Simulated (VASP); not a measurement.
A run of VASP 6.6.1 is set up as follows.

POSCAR

```
BeS
1.0
    0.0000000000      2.4342241204      2.4342241204
    2.4342241204      0.0000000000      2.4342241204
    2.4342241204      2.4342241204      0.0000000000
Be S
1 1
Direct
    0.0000000000      0.0000000000      0.0000000000
    0.7500000000      0.7500000000      0.7500000000
```

File INCAR.step1:

```
SYSTEM = BeS
ALGO = Normal ; EDIFF = 1E-4
ENCUT = 600 ; GGA = PE
ISMEAR = 0 ; LASPH = .True.
LCHARG = .False. ; LREAL = .False.
LWAVE = .True. ; NELM = 60
PREC = Accurate ; SIGMA = 0.01
```

INCAR.step2

```
SYSTEM = BeS
ALGO = Normal ; EDIFF = 1E-7
EDIFFG = -0.002 ; ENCUT = 600
IBRION = 2 ; ISIF = 3
ISMEAR = 0 ; ISTART = 1
LASPH = .True. ; LCHARG = .False.
LMIXTAU = .True. ; LREAL = .False.
LWAVE = .False. ; METAGGA = R2SCAN
NELM = 60 ; NSW = 100
PREC = Accurate ; PSTRESS = 70.0
SIGMA = 0.01
```

The input KPOINTS:

```
k-points
0
Gamma
  8 8 8
  0 0 0
```

Potentials or basis: VASP PAW PBE potentials, release 64 (Be, S).

Run with:

```sh
$ cat potpaw_PBE.64/Be/POTCAR potpaw_PBE.64/S/POTCAR > POTCAR
$ cp INCAR.step1 INCAR
$ mpirun -np 1 vasp_std > vasp.out
$ cp INCAR.step2 INCAR
$ mpirun -np 1 vasp_std > vasp.out
```

(1) What does it give for the band gap on the k mesh?

(2) What does it give for the relaxed cell?

Results:

(1) 3.45 eV, indirect (least direct gap 6.22 eV).

(2) a = 3.373 Å, b = 3.373 Å, c = 3.373 Å, α = 60.00°, β = 60.00°, γ = 60.00°.

Caveat: the cell is relaxed towards a set pressure, so the enthalpy falls and the energy may rise.
